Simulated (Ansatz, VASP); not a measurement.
# Two plane-wave programs on SiO2

```xyz
3
Lattice="0.0000 2.2642 2.2642 2.3522 0.0000 2.2642 2.3522 2.2642 0.0000" Properties=species:S:1:pos:R:3 pbc="T T T"
Si    0.0000    0.0000    0.0000
O     1.1761    1.1321    1.1321
O     3.5284    3.3963    3.3963
```

Change from the starting cell: uniaxial_x strain +3.9%.

Alike in both runs: task single point; functional PBE; k mesh 10 × 10 × 10; occupations fermi-dirac, width 0.02 eV; no spin polarisation.

|  | VASP | Ansatz |
| --- | --- | --- |
| version | VASP 6.6.1 | Ansatz 0.2.0 |
| potentials or method | VASP PAW PBE potentials, release 64 (Si, O) | plane waves, PAW |
| plane-wave cutoff (eV) | 520 | 420 |
| valence electrons in the cell | 16 | 16 |

```csv
,VASP,Ansatz,Ansatz less VASP
gap on the k mesh at the Fermi level (eV),1.45,1.47,+0.020
pressure (GPa),-0.1,-0.5,-0.38
"traceless stress, the component that is largest in VASP (GPa)",-25.29,-25.33,-0.035
```
